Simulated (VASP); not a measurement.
Here is a VASP 6.6.1 calculation.

POSCAR

```
SnO
1.0
    0.0677371860      2.5369732568      2.5369732568
    2.5369732568      0.0677371860      2.5369732568
    2.6047104428      2.6047104428      0.0000000000
Sn O
1 1
Direct
    0.0000000000      0.0000000000      0.0000000000
    0.5000000000      0.5000000000      0.5000000000
```

INCAR.step1

```
ALGO = Normal ; EDIFF = 1E-4
ENCUT = 520 ; GGA = PE
ISMEAR = -1 ; LASPH = True
LCHARG = False ; LREAL = False
LWAVE = True ; NBANDS = 17
NELM = 60 ; PREC = Accurate
SIGMA = 0.02
```

The input INCAR.step2:

```
ALGO = Normal ; EDIFF = 1E-7
ENCUT = 520 ; ISIF = 2
ISMEAR = -1 ; ISTART = 1
LASPH = True ; LCHARG = False
LMIXTAU = True ; LREAL = False
LWAVE = False ; METAGGA = R2SCAN
NBANDS = 17 ; NELM = 60
PREC = Accurate ; SIGMA = 0.02
```

Contents of KPOINTS:

```
k-points
0
Gamma
  8 8 8
```

Potentials or basis: VASP PAW PBE potentials, release 64 (Sn_d, O).

Launch:

```sh
$ cat potpaw_PBE.64/Sn_d/POTCAR potpaw_PBE.64/O/POTCAR > POTCAR
$ cp INCAR.step1 INCAR
$ mpirun -np 1 vasp_std > vasp.out
$ cp INCAR.step2 INCAR
$ mpirun -np 1 vasp_std > vasp.out
```

(1) Predict the band gap on the k mesh.

(2) Estimate the pressure.

## Answers

(1) 0.72 eV, indirect (least direct gap 0.85 eV).

(2) 0.0 GPa.

Caveat: the cell differs from its parent crystal (shear xy strain +5.3%); the PAW data sets were made with another functional, which shifts forces and pressure a little; spin-orbit coupling is left out, which moves the levels of the heavy elements.
